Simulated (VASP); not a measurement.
## Co: single point with PBE

Crystal: Co.

```
CELL_PARAMETERS angstrom
2.49352 0.00000 0.00000
-1.24676 2.15945 0.00000
0.00000 0.00000 4.02778
ATOMIC_POSITIONS crystal
Co 0.33333 0.66667 0.25000
Co 0.66667 0.33333 0.75000
```

| Item | Value |
| --- | --- |
| Program | VASP 6.6.1 |
| Task | single point |
| Functional | PBE |
| Potentials or basis | VASP PAW PBE potentials, release 64 (Co) |
| Cutoff | 520 eV |
| k mesh | 14 × 14 × 8 |
| Occupations | fermi-dirac, width 0.2 eV |
| Spin | collinear spin, ferromagnetic start |
| Starting moments | [1.69, 1.69] μB |
| Dipole correction | no |
| Further INCAR settings | ALGO = Normal; EDIFF = 1e-06; NBANDS = 20 |

* Pressure: 0.1 GPa
* Net moment: 3.10 μB per cell
* Site moments: Co +1.56 μB
* Valence electrons inside the program's atomic spheres: Co 8.27

Stress tensor (GPa, compression positive):
```
-0.22  0.00  0.00
 0.00 -0.22  0.00
 0.00  0.00  0.69
```

Levels at points of the mesh, in eV from the Fermi level:
Spin up:
```
           k point  band 9  band 10  band 11  band 12  band 13  band 14
(0.00, 0.00, 0.00)   -1.92    -0.81    -0.81    -0.09     6.38    21.93
(0.50, 0.00, 0.00)   -0.58    -0.53     1.31     3.31     9.69    10.33
(0.00, 0.00, 0.50)   -1.12    -1.12    -1.12    -1.12    15.05    15.05
(0.50, 0.00, 0.50)   -0.59    -0.59     1.59     1.59     7.26     7.26
```
Spin down:
```tsv
k point	band 3	band 4	band 5	band 6	band 7	band 8	band 9	band 10	band 11	band 12
(0.00, 0.00, 0.00)	-1.03	-1.00	-1.00	-0.64	-0.64	-0.22	-0.22	-0.14	1.00	1.00
(0.50, 0.00, 0.00)	-3.27	-1.88	-1.16	-1.06	-0.66	1.12	1.26	1.29	2.49	4.25
(0.00, 0.00, 0.50)	-1.57	-1.57	-1.07	-1.07	-1.07	-1.07	0.66	0.66	0.66	0.66
(0.50, 0.00, 0.50)	-2.41	-2.41	-0.11	-0.11	0.21	0.21	1.22	1.22	2.18	2.18
```

It took 40 s on 1 thread of Intel(R) Xeon(R) 6975P-C (Granite Rapids), on a shared host, peak memory 0.19 GiB.
